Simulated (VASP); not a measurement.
Runs of VASP 6.6.1 on CdTe. The structure is that of space group Cmcm (No. 63), or close to it. The cells are those of the table. 

```tsv
task	cell	gap on the mesh (eV)	pressure (GPa)	largest force (eV/Å)
electric field gradients	a = 4.385, b = 4.385, c = 6.131 Å, angles 90.0, 90.0, 90.5°, 4 atoms	none	-3.8	0.07
single point	a = 4.413, b = 4.413, c = 6.171 Å, angles 90.0, 90.0, 90.5°, 4 atoms	none	-4.5	0.09
electric field gradients	a = 4.413, b = 4.413, c = 6.171 Å, angles 90.0, 90.0, 90.5°, 4 atoms	none	-4.5	0.09
electric field gradients	a = 4.441, b = 4.441, c = 6.210 Å, angles 90.0, 90.0, 90.5°, 4 atoms	none	-5.0	0.10
electric field gradients	a = 4.267, b = 4.267, c = 5.966 Å, angles 90.0, 90.0, 90.5°, 4 atoms	none	(a)	0.07
electric field gradients	a = 4.370, b = 4.370, c = 6.111 Å, angles 90.0, 90.0, 90.5°, 4 atoms	none	-3.4	0.06
```

Alike in all rows: level PBEsol; potentials or basis VASP PAW PBE potentials, release 64 (Cd, Te); no spin polarisation; k mesh 9 × 9 × 6; cutoff (eV) 520; smearing fermi-dirac 0.05 eV.

Problem. Fill in the values left out.

Solution. (a) -0.1.

Caveats: the PAW data sets were made with another functional, which shifts forces and pressure a little; spin-orbit coupling is left out, which moves the levels of the heavy elements; the cell stands under tension (at least some runs).

A k mesh can miss the band edges, and the runs leave out spin-orbit coupling on Cd, Te.

A gap of «none» marks levels without a gap at the run's occupations.
